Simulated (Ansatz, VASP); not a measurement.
**Two plane-wave programs on ZrB2**

The input POSCAR:

```
ZrB2
1.0
    3.1700000000      0.0000000000      0.0000000000
   -1.5850000000      2.7453005300      0.0000000000
    0.0000000000      0.0000000000      3.5330000000
Zr B
1 2
Direct
    0.0000000000      0.0000000000      0.0000000000
    0.6666666667      0.3333333333      0.5000000000
    0.3333333333      0.6666666667      0.5000000000
```

INCAR.step1

```
SYSTEM = ZrB2
ALGO = Normal
EDIFF = 1E-4
ENCUT = 600
GGA = PE
ISMEAR = -1
LASPH = .TRUE.
LCHARG = .FALSE.
LDAU = .TRUE.
LDAUJ = 0 0
LDAUL = 2 -1
LDAUTYPE = 2
LDAUU = 3 0
LMAXMIX = 4
LREAL = .FALSE.
LWAVE = .TRUE.
NELM = 150
PREC = Accurate
SIGMA = 0.05
```

INCAR.step2

```
SYSTEM = ZrB2
ALGO = Normal
EDIFF = 1E-6
EDIFFG = -0.01
ENCUT = 600
IBRION = 2
ISIF = 3
ISMEAR = -1
ISTART = 1
LASPH = .TRUE.
LCHARG = .FALSE.
LDAU = .TRUE.
LDAUJ = 0 0
LDAUL = 2 -1
LDAUPRINT = 1
LDAUTYPE = 2
LDAUU = 3 0
LMAXMIX = 4
LMIXTAU = .TRUE.
LREAL = .FALSE.
LWAVE = .FALSE.
METAGGA = R2SCAN
NELM = 150
NSW = 60
PREC = Accurate
SIGMA = 0.05
```

File KPOINTS:

```
k-points
0
G
  10 10 8
  0 0 0
```

Contents of input.yaml:

```yaml
crystal:
  lattice:
    - [3.17, 0.0, 0.0]
    - [-1.585, 2.74530053, 0.0]
    - [0.0, 0.0, 3.533]
  atoms:
    - { symbol: Zr, position: [0.0, 0.0, 0.0] }
    - { symbol: B, position: [0.6666666667, 0.3333333333, 0.5] }
    - { symbol: B, position: [0.3333333333, 0.6666666667, 0.5] }
hamiltonian:
  xc: r2scan
  pseudopotentials: { kind: paw }
  hubbard: { sites: [{ species: Zr, l: d, u_eff: 3.0 }] }
kpoints:
  mp_grid: { grid: [10, 10, 8] }
scf:
  occupations: { method: fermi_dirac, width: 0.05 }
output:
  forces: true
  stress: true
  eigenvalues: true
relax:
  f_tol: 0.01
  max_steps: 40
  cell: { stress_tol: 0.05 }
```

Alike in both runs: task relaxation of cell and atoms; functional r2SCAN; k mesh 10 × 10 × 8; occupations fermi-dirac, width 0.05 eV; no spin polarisation; Hubbard terms Zr d U = 3.0 eV.

|  | VASP | Ansatz |
| --- | --- | --- |
| version | VASP 6.6.1 | Ansatz 0.2.0 |
| potentials or method | VASP PAW PBE potentials, release 64 (Zr_sv, B) | Ansatz PAW |
| plane-wave cutoff (eV) | 600 | 500 |
| valence electrons in the cell | 18 | 18 |

|  | VASP | Ansatz | Ansatz less VASP |
| --- | --- | --- | --- |
| gap on the k mesh at the Fermi level, each at its own relaxed structure (eV) | none | none | - |
| relaxed volume (Å³/atom) | 10.58 | 10.41 | -0.170 |
| relaxed cell length with the largest relative difference (Å) | 3.189 | 3.171 | -0.0183 |

VASP's potentials were made for PBE, not for r2SCAN. The programs project onto different local orbitals, so the same U acts differently, and such runs can settle in different states. A gap of «none» marks a metal or a gap that the smearing closes.

Noted on Ansatz's run: the plane-wave basis is chosen anew once the cell has moved, so the energies of steps on either side of that aren't comparable.
